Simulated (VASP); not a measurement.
# Mo (I4/mmm) in VASP: notebook, part 3 of 3

VASP 6.6.1. The steps go on from the part before.

## 6. Single point, LDA

This run uses another cell than the first one, of the same volume but with other edges.

The input, INCAR:

```
PREC = Accurate ; ENCUT = 520
EDIFF = 1E-7 ; ISMEAR = 0
SIGMA = 0.15 ; LREAL = False
LASPH = True ; NELM = 60
ALGO = Fast ; ISIF = 2
LWAVE = False ; LCHARG = True
LELF = True ; LVHAR = True
NBANDS = 13
```

The input, KPOINTS:

```
Automatic mesh
0
Gamma
  22 22 22
```

The input, POSCAR:

```
Mo
1.0
    0.0000000000      2.3261475816      1.5119959281
    2.3261475816      0.0000000000      1.5119959281
    2.3261475816      2.3261475816      0.0000000000
Mo
1
Direct
    0.0000000000      0.0000000000      0.0000000000
```

Potentials or basis: VASP PAW LDA potentials, release 64 (Mo_sv).

The run is started by

```bash
$ cat potpaw_LDA.64/Mo_sv/POTCAR > POTCAR
$ mpirun -np 1 vasp_std > vasp.out
```

OUTCAR:

```text
PREC = Accurate
   ENCUT = 520
   EDIFF = 1E-7
   ISMEAR = 0
   LREAL = False
   LASPH = True
   NELM = 60
   ISIF = 2

 ion  position               nearest neighbor table
   1  0.000  0.000  0.000-

  LATTYP: Found a body centered tetragonal cell.
 ALAT       =     3.2896694580
 C/A-ratio  =     0.9192388156

  Lattice vectors:

 A1 = (   0.0000000000,  -2.3261475816,  -1.5119959281)
 A2 = (   0.0000000000,   2.3261475816,  -1.5119959281)
 A3 = (   2.3261475816,   0.0000000000,   1.5119959281)

Analysis of symmetry for initial positions (statically):
=====================================================================
 Subroutine PRICEL returns:
 Original cell was already a primitive cell.

 Routine SETGRP: Setting up the symmetry group for a
 body centered tetragonal supercell.

 Subroutine GETGRP returns: Found 16 space group operations
 (whereof 16 operations were pure point group operations)
 out of a pool of 16 trial point group operations.

The static configuration has the point symmetry D_4h.

Analysis of symmetry for dynamics (positions and initial velocities):
=====================================================================
 Subroutine PRICEL returns:
 Original cell was already a primitive cell.

 Routine SETGRP: Setting up the symmetry group for a
 body centered tetragonal supercell.

 Subroutine GETGRP returns: Found 16 space group operations
 (whereof 16 operations were pure point group operations)
 out of a pool of 16 trial point group operations.

The dynamic configuration has the point symmetry D_4h.

 Subroutine INISYM returns: Found 16 space group operations
 (whereof 16 operations are pure point group operations),
 and found     1 'primitive' translations

----------------------------------------------------------------------------------------

                                     Primitive cell

  volume of cell :      16.3627

  direct lattice vectors                    reciprocal lattice vectors
     0.000000000  2.326147582  1.511995928    -0.214947669  0.214947669  0.330688721
     2.326147582  0.000000000  1.511995928     0.214947669 -0.214947669  0.330688721
[... 109 lines left out ...]
   LHFCALC =     F    Hartree Fock is set to
   AEXX    =    0.0000 exact exchange contribution
   IVDW    =     0    specifies the selected vdW correction
   LEPSILON=     F    determine dielectric tensor
   LRPA    =     F    only Hartree local field effects (RPA)
 non-spin polarized calculation
 RMM-DIIS sequential band-by-band and
 Gauss-broadening in eV      SIGMA  =   0.15
  energy-cutoff  :      520.00
  volume of cell :       16.36
 maximum number of plane-waves:       462
 NGX is ok and might be reduce to    24

 number of electron      14.0000002 magnetization

 Free energy of the ion-electron system (eV)
  ---------------------------------------------------
  ext. energy  EPLUGINS =         0.00000000
  ---------------------------------------------------
  free energy    TOTEN  =       -11.98802042 eV

  energy without entropy =      -11.97968841  energy(sigma->0) =      -11.98385442

 E-fermi :  11.7217     XC(G=0): -13.3474

 val. band max:       11.7213517775   @ k =   0.4091   0.2727   0.1364
 cond. band min:      11.7263984189   @ k =   0.2727   0.1818   0.0909
 fundamental gap:      0.0050466415
 Fermi energy:        11.7216822879

 k-point     1 :       0.0000    0.0000    0.0000
  band No.  band energies     occupation
      1     -49.1815      2.00000
      2     -22.7388      2.00000
      3     -22.7387      2.00000
      4     -22.6866      2.00000
      5       4.6662      2.00000
      6       9.8747      2.00000
      7      10.8353      2.00000
      8      10.8353      2.00000
      9      12.6053      0.00000
     10      13.8123      0.00000
     11      26.0352      0.00000
     12      26.0352      0.00000
     13      27.6684      0.00000
[... 354 lines left out ...]
  band No.  band energies     occupation
      1     -48.9495      2.00000
      2     -23.9086      2.00000
      3     -23.1529      2.00000
      4     -22.7843      2.00000
      5       6.7550      2.00000
      6       8.3811      2.00000
      7      12.5410      0.00000
      8      13.2782      0.00000
      9      14.8774      0.00000
     10      16.0004      0.00000
     11      23.1448      0.00000
     12      24.1157      0.00000
     13      27.9406      0.00000

 [... further k-points ...]
[... 5 lines left out ...]
  --------------------------------------------------------------------------------------
  -------------------------------------------------------------------------------------
  Total       -2.6528048     -2.6528048     -0.3795941      0.0000000     -0.0000000      0.0000000
  in kB     -259.7530936   -259.7530936    -37.1684883      0.0000000     -0.0000000      0.0000000
  external PRESSURE =    -185.5582252 kB  Pullay stress =       0.0000000 kB

 VOLUME and BASIS-vectors are now :
 -----------------------------------------------------------------------------
  energy-cutoff  :      520.00
  volume of cell :       16.36
      direct lattice vectors                 reciprocal lattice vectors
     0.000000000  2.326147582  1.511995928    -0.214947669  0.214947669  0.330688721
     2.326147582  0.000000000  1.511995928     0.214947669 -0.214947669  0.330688721
     2.326147582  2.326147582  0.000000000     0.214947669  0.214947669 -0.330688721

 POSITION                                       TOTAL-FORCE (eV/Angst)
 -----------------------------------------------------------------------------------
      0.00000      0.00000      0.00000         0.000000      0.000000      0.000000
 -----------------------------------------------------------------------------------
    total drift:                                0.000000     -0.000000     -0.000000

  FREE ENERGIE OF THE ION-ELECTRON SYSTEM (eV)
  ---------------------------------------------------
  free  energy   TOTEN  =       -11.9880204201 eV

  energy  without entropy=      -11.9796884116  energy(sigma->0) =      -11.98385442
```

OSZICAR:

```text
N       E                     dE             d eps       ncg     rms          rms(c)
DAV:   1     0.963650706716E+02    0.96365E+02   -0.79057E+03 21801   0.110E+03
DAV:   2    -0.115359104722E+02   -0.10790E+03   -0.10392E+03 24014   0.319E+02
DAV:   3    -0.127698663713E+02   -0.12340E+01   -0.12302E+01 24639   0.351E+01
DAV:   4    -0.127729905529E+02   -0.31242E-02   -0.31241E-02 24054   0.209E+00
DAV:   5    -0.127730130961E+02   -0.22543E-04   -0.22543E-04 24799   0.160E-01    0.140E+01
RMM:   6    -0.120829171639E+02    0.69010E+00   -0.81522E-01 21726   0.847E+00    0.326E+00
RMM:   7    -0.119940572807E+02    0.88860E-01   -0.17840E-01 22358   0.375E+00    0.117E+00
RMM:   8    -0.119882225037E+02    0.58348E-02   -0.10620E-02 24094   0.120E+00    0.184E-01
RMM:   9    -0.119880011153E+02    0.22139E-03   -0.13181E-03 24235   0.375E-01    0.676E-02
RMM:  10    -0.119880203409E+02   -0.19226E-04   -0.13237E-04 24518   0.128E-01    0.173E-02
RMM:  11    -0.119880196273E+02    0.71367E-06   -0.40184E-05 24599   0.697E-02    0.315E-03
RMM:  12    -0.119880202449E+02   -0.61764E-06   -0.64922E-06 24536   0.297E-02    0.316E-03
RMM:  13    -0.119880204307E+02   -0.18581E-06   -0.22476E-06 24721   0.154E-02    0.148E-03
RMM:  14    -0.119880204201E+02    0.10634E-07   -0.34566E-07 16827   0.666E-03
   1 F= -.11988020E+02 E0= -.11983854E+02  d E =-.833201E-02
```

It took 3.6 min on 1 thread of Intel Xeon 8259CL, shared host; peak memory 0.27 GiB.

Results:

- Free energy: -11.9880 eV
- Pressure: -18.6 GPa
- Band gap on the k mesh: zero (bands 7 and 8 overlap by 4.82 eV)

Caveat: the stress differs along the axes, from -26 to -4 GPa.

## 7. Summary

| cell | further INCAR settings | gap on the mesh (eV) | pressure (GPa) |
| --- | --- | --- | --- |
| a = 2.776, b = 2.776, c = 3.096 Å, angles 56.1, 56.1, 67.8°, 1 atom | ALGO = Fast; EDIFF = 1e-07; NBANDS = 13 | none | -18.3 |
| a = 3.028, b = 3.028, c = 2.611 Å, angles 64.5, 64.5, 51.1°, 1 atom | ALGO = Fast; EDIFF = 1e-06; NBANDS = 13 | none | -13.0 |
| a = 2.815, b = 2.815, c = 2.930 Å, angles 58.6, 58.6, 62.7°, 1 atom | ALGO = Fast; EDIFF = 1e-07; NBANDS = 13 | none | -15.5 |
| a = 2.902, b = 2.902, c = 2.761 Å, angles 61.6, 61.6, 56.8°, 1 atom | ALGO = Fast; EDIFF = 1e-06; NBANDS = 13 | none | -15.4 |
| a = 2.774, b = 2.774, c = 3.290 Å, angles 53.6, 53.6, 72.7°, 1 atom | ALGO = Fast; EDIFF = 1e-07; NBANDS = 13 | none | -18.6 |

Alike in all rows: task single point; level LDA; potentials or basis VASP PAW LDA potentials, release 64 (Mo_sv); no spin polarisation; k mesh 22 × 22 × 22; cutoff (eV) 520; smearing gaussian 0.15 eV.

Caveats: the stress differs along the axes, from -34 to -11 GPa (at least some runs); the stress differs along the axes, from -18 to -11 GPa (at least some runs); the stress differs along the axes, from -26 to -10 GPa (at least some runs); the stress differs along the axes, from -18 to -9 GPa (at least some runs); the stress differs along the axes, from -26 to -4 GPa (at least some runs).

Total energies depend on the potentials used, so only differences within one code and one set of settings carry meaning.
